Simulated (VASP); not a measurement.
Wanted: the native input for a VASP 6.6.1 run.

```yaml
Task: single point
Functional: PBE
Potentials_or_basis: VASP PAW PBE potentials, release 64 (Si, Pb_d, I)
Cutoff: 520 eV
k_mesh: 6 × 6 × 6
Occupations: gaussian, width 0.1 eV
Spin: no spin polarisation
Dipole_correction: no
Further_INCAR_settings: ALGO = Normal; EDIFF = 1e-06; NBANDS = 24
```

The structure of SiPbI2 lies in POSCAR:

```
SiPbI2
1.0
    1.9794363181      1.1428280911      9.5509926283
   -1.9794363181      1.1428280911      9.5509926283
    0.0000000000     -2.2856561822      9.5509926283
Si Pb I
1 1 2
Direct
    0.0000000000      0.0000000000      0.0000000000
    0.5000000000      0.5000000000      0.5000000000
    0.7338902311      0.7338902311      0.7338902311
    0.2661097689      0.2661097689      0.2661097689
```

The cell was generated, and may not be a known phase.

One way to write it, as run:

INCAR

```
SYSTEM = SiPbI2
  ALGO = Normal
  EDIFF = 1E-6
  ENCUT = 520
  GGA = PE
  ISIF = 2
  ISMEAR = 0
  LASPH = .True.
  LCHARG = .False.
  LREAL = .False.
  LWAVE = .False.
  NBANDS = 24
  NELM = 100
  PREC = Accurate
  SIGMA = 0.1
```

KPOINTS

```
k-points
0
Gamma
  6 6 6
  0 0 0
```

Potentials or basis: VASP PAW PBE potentials, release 64 (Si, Pb_d, I).

Launch:

```sh
$ cat potpaw_PBE.64/Si/POTCAR potpaw_PBE.64/Pb_d/POTCAR potpaw_PBE.64/I/POTCAR > POTCAR
$ mpirun -np 1 vasp_std > vasp.out
```

Results of the run:

| Item | Value |
| --- | --- |
| Pressure | -0.1 GPa |
| Largest force | 0.017 eV/Å |
| Band gap on the k mesh | zero (bands 16 and 17 overlap by 1.72 eV) |

Caveat: spin-orbit coupling is left out, which moves the levels of the heavy elements.

Run time: 4.5 min on 1 thread of Intel(R) Xeon(R) 6975P-C (Granite Rapids) (shared host), peak memory 0.97 GiB.
